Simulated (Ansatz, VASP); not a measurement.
# Two plane-wave programs on SnO

POSCAR

```
SnO
1.0
    3.7925880617      0.0000000000      0.0000000000
    0.0000000000      3.7925880617      0.0000000000
    0.0000000000      0.0000000000      4.8535549724
Sn O
2 2
Direct
    0.0000000000      0.5000000000      0.2368671123
    0.5000000000      0.0000000000      0.7631328877
    0.5000000000      0.5000000000      0.0000000000
    0.0000000000      0.0000000000      0.0000000000
```

INCAR.step1

```
PREC = Accurate ; ENCUT = 910
ISMEAR = -1 ; SIGMA = 0.02
LREAL = False ; LASPH = True
NELM = 120 ; NBANDS = 28
GGA = PE ; ALGO = Normal
EDIFF = 1E-5 ; LWAVE = True
LCHARG = False ; GGA_COMPAT = False
```

INCAR.step2

```
PREC = Accurate ; ENCUT = 910
EDIFF = 1E-6 ; ISMEAR = -1
SIGMA = 0.02 ; LREAL = False
LASPH = True ; NELM = 120
ALGO = Normal ; ISIF = 2
LWAVE = False ; LCHARG = False
METAGGA = R2SCAN ; LMIXTAU = True
NBANDS = 28 ; ISTART = 1
GGA_COMPAT = False
```

Contents of KPOINTS:

```
Automatic mesh
0
Gamma
  6 6 6
```

Input for Ansatz:

```yaml
crystal:
  lattice:
    - [3.7925880617, 0.0, 0.0]
    - [0.0, 3.7925880617, 0.0]
    - [0.0, 0.0, 4.8535549724]
  atoms:
    - { symbol: Sn, position: [0.0, 0.5, 0.2368671123] }
    - { symbol: Sn, position: [0.5, 0.0, 0.7631328877] }
    - { symbol: O, position: [0.5, 0.5, 0.0] }
    - { symbol: O, position: [0.0, 0.0, 0.0] }
kpoints:
  mp_grid: { grid: [6, 6, 6] }
  band_path:
    path:
      - [0.0, 0.0, 0.0]
      - [0.0, 0.5, 0.0]
      - [0.5, 0.5, 0.0]
      - [0.0, 0.0, 0.5]
      - [0.0, 0.5, 0.5]
      - [0.5, 0.5, 0.5]
      - [-0.052083, -0.046875, 0.0]
    npoints: 1
hamiltonian:
  xc: r2scan
scf:
  occupations: { method: fermi_dirac, width: 0.02 }
  n_extra_bands: 5
output:
  forces: true
  stress: true
  eigenvalues: true
```

Change from the starting cell: uniaxial_z strain +2.0%.

Alike in both runs: task single point; functional r2SCAN; k mesh 6 × 6 × 6; occupations fermi-dirac, width 0.02 eV; no spin polarisation.

|  | VASP | Ansatz |
| --- | --- | --- |
| version | VASP 6.6.1 | Ansatz 0.2.0 |
| potentials or method | VASP PAW PBE potentials, release 64 (Sn_d, O_h) | plane waves, PAW |
| plane-wave cutoff (eV) | 910 | 500 |
| valence electrons in the cell | 40 | 40 |

Ansatz gave:

```
rms of the force components (eV/Å) : 0.007
```

Question: What did VASP give for the same quantities?

Answer: rms of the force components (eV/Å): 0.047.

VASP's potentials were made for PBE, not for r2SCAN. Atom by atom the forces differ by 0.054 eV/Å (rms over components).

Noted on VASP's run: the cutoff is short for stress, so the pressure is rough.
